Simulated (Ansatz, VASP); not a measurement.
# BN in VASP and in Ansatz

File POSCAR:

```
BN
1.0
    0.0000000000      1.6679609200      1.9580410800
    1.6679609200      0.0000000000      1.9580410800
    1.6679609200      1.6679609200      0.0000000000
B N
1 1
Direct
    0.0000000000      0.0000000000      0.0000000000
    0.7500000000      0.7500000000      0.7500000000
```

The input INCAR.step1:

```
SYSTEM = BN
  PREC = Accurate
  ENCUT = 520
  ISMEAR = 0
  SIGMA = 0.05
  LREAL = .FALSE.
  LASPH = .TRUE.
  NELM = 100
  NBANDS = 11
  GGA = PE
  ALGO = Normal
  EDIFF = 1E-4
  LWAVE = .TRUE.
  LCHARG = .FALSE.
```

File INCAR.step2:

```
SYSTEM = BN
  PREC = Accurate
  ENCUT = 520
  EDIFF = 1E-7
  ISMEAR = 0
  SIGMA = 0.05
  LREAL = .FALSE.
  LASPH = .TRUE.
  NELM = 100
  ALGO = Normal
  ISIF = 2
  LWAVE = .FALSE.
  LCHARG = .TRUE.
  METAGGA = R2SCAN
  LMIXTAU = .TRUE.
  LELF = .TRUE.
  LVHAR = .TRUE.
  NBANDS = 11
  ISTART = 1
```

The input KPOINTS:

```
Automatic mesh
0
G
  12 12 12
  0 0 0
```

Input for Ansatz:

```yaml
crystal:
  lattice:
    - [0.0, 1.66796092, 1.95804108]
    - [1.66796092, 0.0, 1.95804108]
    - [1.66796092, 1.66796092, 0.0]
  atoms:
    - { symbol: B, position: [0.0, 0.0, 0.0] }
    - { symbol: "N", position: [0.75, 0.75, 0.75] }
basis:
  ecutwfc: 500
kpoints:
  mp_grid: { grid: [12, 12, 12] }
hamiltonian:
  xc: r2scan
scf:
  occupations: { method: gaussian, width: 0.05 }
output:
  forces: true
  stress: true
  eigenvalues: true
```

Change from the starting cell: strain -0.080 along x and y, +0.080 along z, atoms carried along.

Alike in both runs: task single point; functional r2SCAN; k mesh 12 × 12 × 12; occupations gaussian, width 0.05 eV; no spin polarisation.

|  | VASP | Ansatz |
| --- | --- | --- |
| version | VASP 6.6.1 | Ansatz 0.2.0 |
| potentials or method | VASP PAW PBE potentials, release 64 (B, N), cutoff 520 eV | scalar-relativistic, plane waves, PAW |
| valence electrons in the cell | 8 | 8 |

```csv
,VASP,Ansatz,Ansatz less VASP
gap on the k mesh at the Fermi level (eV),3.47,3.50,+0.029
least direct gap on the mesh (eV),8.38,8.41,+0.032
pressure (GPa),35.9,34.5,-1.39
"traceless stress, the component that is largest in VASP (GPa)",-92.15,-92.38,-0.229
```

VASP's potentials were made for PBE, not for r2SCAN. Both programs put the cell under a high pressure, so it lies far from rest at this level.
